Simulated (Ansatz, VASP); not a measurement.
## Rh in VASP and in Ansatz

Contents of INCAR:

```
SYSTEM = Rh
PREC = Accurate
ENCUT = 520
EDIFF = 1E-6
ISMEAR = 0
SIGMA = 0.15
LREAL = .False.
LASPH = .True.
NELM = 60
ALGO = Fast
ISIF = 2
LWAVE = .False.
LCHARG = .False.
GGA = PE
NBANDS = 14
```

KPOINTS

```
Automatic mesh
0
Gamma
  24 24 24
  0 0 0
```

Contents of POSCAR:

```
Rh
1.0
   -0.0909117911      1.8571980184      1.8571980184
    1.8571980184     -0.0909117911      1.8571980184
    1.8571980184      1.8571980184     -0.0909117911
Rh
1
Direct
    0.0000000000      0.0000000000      0.0000000000
```

Input for Ansatz:

```yaml
crystal:
  lattice:
    - [-0.0909117911, 1.8571980184, 1.8571980184]
    - [1.8571980184, -0.0909117911, 1.8571980184]
    - [1.8571980184, 1.8571980184, -0.0909117911]
  atoms:
    - { symbol: Rh, position: [0.0, 0.0, 0.0] }
basis:
  ecutwfc: 420
kpoints:
  mp_grid: { grid: [24, 24, 24] }
hamiltonian:
  xc: pbe
scf:
  occupations: { method: gaussian, width: 0.15 }
output:
  forces: true
  stress: true
  eigenvalues: true
```

Alike in both runs: task single point; functional PBE; k mesh 24 × 24 × 24; occupations gaussian, width 0.15 eV; no spin polarisation.

|  | VASP | Ansatz |
| --- | --- | --- |
| version | VASP 6.6.1 | Ansatz 0.2.0 |
| potentials or method | VASP PAW PBE potentials, release 64 (Rh_pv), cutoff 520 eV | scalar-relativistic, plane waves, PAW |
| valence electrons in the cell | 15 | 17 |

VASP gave:

- gap on the k mesh at the Fermi level (eV): none
- pressure (GPa): 7.7
- traceless stress, the component that is largest in VASP (GPa): 9.53

What did Ansatz give for the same quantities?

gap on the k mesh at the Fermi level (eV): none; pressure (GPa): 7.8; traceless stress, the component that is largest in VASP (GPa): 9.53.

A gap of «none» marks a metal or a gap that the smearing closes. VASP's potentials hold 15 valence electrons a cell and Ansatz's 17, so a difference there can come from the potentials and not from the codes.
